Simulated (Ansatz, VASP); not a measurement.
TiO2 in VASP and in Ansatz

INCAR

```
SYSTEM = TiO2
  ALGO = Normal
  EDIFF = 1E-6
  ENCUT = 520
  GGA = PS
  ISIF = 2
  ISMEAR = 0
  LASPH = .TRUE.
  LCHARG = .TRUE.
  LELF = .TRUE.
  LREAL = .FALSE.
  LVHAR = .TRUE.
  LWAVE = .FALSE.
  NBANDS = 33
  NELM = 100
  PREC = Accurate
  SIGMA = 0.05
```

KPOINTS

```
k-points
0
G
  8 8 10
  0 0 0
```

File POSCAR:

```
TiO2
1.0
    4.5171822877      0.0000000000      0.0000000000
    0.0000000000      4.5171822877      0.0000000000
    0.0000000000      0.0000000000      3.0361617294
Ti O
2 4
Direct
    0.0000000000      0.0000000000      0.0000000000
    0.5000000000      0.5000000000      0.5000000000
    0.3044387440      0.3044387440      0.0000000000
    0.1955612560      0.8044387440      0.5000000000
    0.6955612560      0.6955612560      0.0000000000
    0.8044387440      0.1955612560      0.5000000000
```

Input for Ansatz:

```yaml
crystal:
  lattice:
    - [4.5171822877, 0.0, 0.0]
    - [0.0, 4.5171822877, 0.0]
    - [0.0, 0.0, 3.0361617294]
  atoms:
    - { symbol: Ti, position: [0.0, 0.0, 0.0] }
    - { symbol: Ti, position: [0.5, 0.5, 0.5] }
    - { symbol: O, position: [0.304438744, 0.304438744, 0.0] }
    - { symbol: O, position: [0.195561256, 0.804438744, 0.5] }
    - { symbol: O, position: [0.695561256, 0.695561256, 0.0] }
    - { symbol: O, position: [0.804438744, 0.195561256, 0.5] }
basis:
  ecutwfc: 420
kpoints:
  mp_grid: { grid: [8, 8, 10] }
hamiltonian:
  xc: pbesol
scf:
  occupations: { method: gaussian, width: 0.05 }
output:
  forces: true
  stress: true
  eigenvalues: true
```

Alike in both runs: task single point; functional PBEsol; k mesh 8 × 8 × 10; occupations gaussian, width 0.05 eV; no spin polarisation.

|  | VASP | Ansatz |
| --- | --- | --- |
| version | VASP 6.6.1 | Ansatz 0.2.0 |
| potentials or method | VASP PAW PBE potentials, release 64 (Ti_sv, O), cutoff 520 eV | scalar-relativistic, plane waves, PAW |
| valence electrons in the cell | 48 | 48 |

|  | VASP | Ansatz | Ansatz less VASP |
| --- | --- | --- | --- |
| gap on the k mesh at the Fermi level (eV) | 1.78 | 1.81 | +0.031 |
| least direct gap on the mesh (eV) | 1.78 | 1.81 | +0.031 |
| pressure (GPa) | -1.1 | -1.8 | -0.64 |
| traceless stress, the component that is largest in VASP (GPa) | -8.12 | -8.27 | -0.146 |
| rms of the force components (eV/Å) | 0.010 | 0.015 | +0.0048 |

VASP's potentials were made for PBE, not for PBEsol. Atom by atom the forces differ by 0.005 eV/Å (rms over components). The functional is the same, so the differences come from potentials, cutoffs and numerics.
